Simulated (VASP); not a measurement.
Crystal: SrTi2O4.

```
Sr Ti O
1.0
     1.58500   -5.25000    0.00000
     1.58500    5.25000    0.00000
     0.00000    0.00000   10.85000
Sr Ti O
2 4 8
Direct
  0.38800 0.61200 0.25000
  0.61200 0.38800 0.75000
  0.86700 0.13300 0.93000
  0.86700 0.13300 0.57000
  0.13300 0.86700 0.43000
  0.13300 0.86700 0.07000
  0.95000 0.05000 0.75000
  0.23500 0.76500 0.88500
  0.23500 0.76500 0.61500
  0.05000 0.95000 0.25000
  0.76500 0.23500 0.38500
  0.76500 0.23500 0.11500
  0.50000 0.50000 0.00000
  0.50000 0.50000 0.50000
```

* Program: VASP 6.6.1
* Task: relaxation of cell and atoms
* Functional: PBE
* Potentials or basis: VASP PAW PBE potentials, release 64 (Sr_sv, Ti_sv, O)
* Cutoff: 600 eV
* k mesh: 4 × 4 × 1
* Occupations: gaussian, width 0.15 eV
* Spin: collinear spin
* Starting moments: [0.0, 0.0, 1.0, 1.0, 1.0, 1.0, 0.0, 0.0, 0.0, 0.0, 0.0, 0.0, 0.0, 0.0] μB

At the start: pressure -13.1 GPa; volume 12.90 Å³/atom.

Where does the relaxation end?

Over 10 steps the energy falls by 186.8 meV/atom and the volume is 11.62 Å³/atom (-9.9 %); space group Cmcm (No. 63, to 0.1 Å) before and after; moment 0.00 μB per cell.

The path:
| step | energy change (eV) | largest force (eV/Å) | pressure (GPa) | volume (Å³) |
| --- | --- | --- | --- | --- |
| 1 | 0.0000 | 2.4560 | -13.06 | 180.57 |
| 2 | -1.6051 | 1.6861 | 10.92 | 154.42 |
| 3 | -1.6990 | 1.8062 | 4.92 | 158.92 |
| 4 | -2.3661 | 0.8714 | 1.80 | 160.97 |
| 5 | -2.4203 | 0.8192 | 1.16 | 161.65 |
| 6 | -2.5552 | 0.2577 | -1.80 | 163.97 |
| 7 | -2.5553 | 0.2600 | -1.82 | 164.00 |
| 8 | -2.6040 | 0.1950 | 1.02 | 161.58 |
| 9 | -2.6041 | 0.1893 | 0.95 | 161.66 |
| 10 | -2.6148 | 0.0535 | -0.17 | 162.69 |

Final structure:
```
Sr Ti O
1.0
     1.60741   -4.93745    0.00000
     1.60741    4.93745    0.00000
     0.00000    0.00000   10.24937
Sr Ti O
2 4 8
Direct
  0.38034 0.61966 0.25000
  0.61966 0.38034 0.75000
  0.87680 0.12320 0.93836
  0.87680 0.12320 0.56164
  0.12320 0.87680 0.43836
  0.12320 0.87680 0.06164
  0.92495 0.07505 0.75000
  0.23748 0.76252 0.90051
  0.23748 0.76252 0.59949
  0.07505 0.92495 0.25000
  0.76252 0.23748 0.40051
  0.76252 0.23748 0.09949
  0.50000 0.50000 0.00000
  0.50000 0.50000 0.50000
```

Caveat: the k points lie up to 0.61 Å⁻¹ apart in the final cell; the relaxation stopped at a loose force limit of 0.08 eV/Å, so its end isn't a converged minimum.
